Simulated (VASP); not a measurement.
## PbS: single point with PBE+D3(BJ)

PbS:

```xyz
2
Lattice="0.0000 3.0391 3.0391 3.0391 0.0000 3.0391 3.0391 3.0391 0.0000" Properties=species:S:1:pos:R:3 pbc="T T T"
Pb    0.0000    0.0000    0.0000
S     3.0391    3.0391    3.0391
```

This cell differs from its parent crystal: strain +0.025 along x and y, +0.025 along z.

```
Program                : VASP 6.6.1
Task                   : single point
Functional             : PBE
Dispersion             : D3(BJ)
Potentials or basis    : VASP PAW PBE potentials, release 64 (Pb_d, S)
Cutoff                 : 520 eV
k mesh                 : 10 × 10 × 10
Occupations            : gaussian, width 0.03 eV
Spin                   : no spin polarisation
Dipole correction      : no
Further INCAR settings : ALGO = Normal; EDIFF = 1e-06; NBANDS = 17
```

```
Pressure                   : -3.5 GPa
Band gap on the k mesh     : 0.60 eV
Dispersion energy per atom : -0.323 eV
```

Levels at points of the mesh, in eV from the valence-band top:
```tsv
k point	band 8	band 9	band 10	band 11	band 12	band 13
(0.00, 0.00, 0.00)	-1.75	-1.75	-1.75	5.06	5.06	5.06
(0.50, 0.00, 0.00)	-1.42	-1.42	0.00	0.60	2.17	2.17
(0.50, 0.50, 0.00)	-4.52	-2.91	-2.91	4.24	5.39	5.47
```

Wall time 56 s on 1 thread of Intel Xeon 8259CL, on a shared host, peak memory 0.21 GiB.

Caveat: the cell differs from its parent crystal (strain +0.025 along x and y, +0.025 along z); the cell stands under tension; spin-orbit coupling is left out, which moves the levels of the heavy elements. A k mesh can miss the band edges.
